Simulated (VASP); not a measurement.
Set up this calculation in VASP 6.6.1, as the native input.

| Item | Value |
| --- | --- |
| Task | single point |
| Functional | PBE |
| Potentials or basis | VASP PAW PBE potentials, release 64 (Pb_d, C, H, Cl) |
| Cutoff | 520 eV |
| k mesh | 1 × 1 × 1 |
| Occupations | gaussian, width 0.01 eV |
| Spin | no spin polarisation |
| Dipole correction | no |
| Further INCAR settings | ALGO = Normal; EDIFF = 1e-07; NBANDS = 32 |

The structure of PbC2H6Cl2 (Pb(CH3)2(Cl)2) lies in POSCAR:

```
H6PbC2Cl2
1.0
   13.9900000000      0.0000000000      0.0000000000
    0.0000000000     13.7700000000      0.0000000000
    0.0000000000      0.0000000000     12.3500000000
Pb C H Cl
1 2 6 2
Direct
    0.5001086500      0.5001583200      0.4836461500
    0.6091408100      0.6052592600      0.5474315800
    0.3910757700      0.3950573700      0.5474315800
    0.5942559000      0.6735192400      0.5048242900
    0.6017541100      0.6129012300      0.6354526300
    0.6785582600      0.5745904100      0.5242016200
    0.4059606900      0.3267973900      0.5048242900
    0.3984624700      0.3874146700      0.6354526300
    0.3216583300      0.4257254900      0.5242016200
    0.6001393900      0.3964379100      0.3643724700
    0.4000779100      0.6038787200      0.3643724700
```

One way to write it, as run:

INCAR

```
SYSTEM = H6PbC2Cl2
ALGO = Normal ; EDIFF = 1E-7
ENCUT = 520 ; GGA = PE
ISIF = 2 ; ISMEAR = 0
LASPH = .TRUE. ; LCHARG = .FALSE.
LREAL = .FALSE. ; LWAVE = .FALSE.
NBANDS = 32 ; NELM = 100
PREC = Accurate ; SIGMA = 0.01
```

KPOINTS

```
k-points
0
G
  1 1 1
  0 0 0
```

Potentials or basis: VASP PAW PBE potentials, release 64 (Pb_d, C, H, Cl).

The run is started by

```bash
$ cat potpaw_PBE.64/Pb_d/POTCAR potpaw_PBE.64/C/POTCAR potpaw_PBE.64/H/POTCAR potpaw_PBE.64/Cl/POTCAR > POTCAR
$ mpirun -np 1 vasp_gam > vasp.out
```

It gave:

```yaml
Largest_force: 0.124 eV/Å
Gap_between_the_frontier_levels: 3.70 eV
```

Caveat: spin-orbit coupling is left out, which moves the levels of the heavy elements.

Run time: 4.2 min on 1 thread of AMD EPYC 9R14 (Zen 4), on a shared host, peak memory 1.7 GiB.
